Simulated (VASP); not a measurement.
Wanted: the native input for a VASP 6.6.1 run.

- Task: relaxation of cell and atoms
- Functional: PBE
- Potentials or basis: VASP PAW PBE potentials, release 64 (Ga_d)
- Cutoff: 600 eV
- k mesh: 18 × 18 × 6
- Occupations: gaussian, width 0.1 eV
- Spin: no spin polarisation
- Dipole correction: no
- Further INCAR settings: ALGO = Fast; EDIFF = 1e-07; IBRION = 2; EDIFFG = -0.01; NSW = 100; ISIF = 3

The structure of Ga lies in POSCAR:

```
Ga
1.0
    2.9694545298      0.0000000000      0.0000000000
   -1.4847272649      2.5716230582      0.0000000000
    0.0000000000      0.0000000000      9.9411211728
Ga
4
Direct
    0.0000000000      0.0000000000      0.0000000000
    0.0000000000      0.0000000000      0.5000000000
    0.3333333333      0.6666666667      0.7500000000
    0.6666666667      0.3333333333      0.2500000000
```

This isn't the form of Ga at room conditions, which is orthorhombic.

These files were run (other wordings do the same):

INCAR

```
SYSTEM = Ga
PREC = Accurate
ENCUT = 600
EDIFF = 1E-7
ISMEAR = 0
SIGMA = 0.1
LREAL = .FALSE.
LASPH = .TRUE.
NELM = 60
ALGO = Fast
ISIF = 3
LWAVE = .FALSE.
LCHARG = .FALSE.
GGA = PE
IBRION = 2
NSW = 100
EDIFFG = -0.01
```

KPOINTS

```
regular mesh
0
G
  18 18 6
  0 0 0
```

Potentials or basis: VASP PAW PBE potentials, release 64 (Ga_d).

Launch:

```console
$ cat potpaw_PBE.64/Ga_d/POTCAR > POTCAR
$ mpirun -np 1 vasp_std > vasp.out
```

It gave:

| Item | Value |
| --- | --- |
| Pressure after relaxing | 0.1 GPa |
| Band gap on the k mesh | zero (bands 26 and 27 overlap by 5.34 eV) |

Run time: 10 min on 1 thread of Intel Xeon 8259CL, with other jobs on the host, peak memory 0.43 GiB.
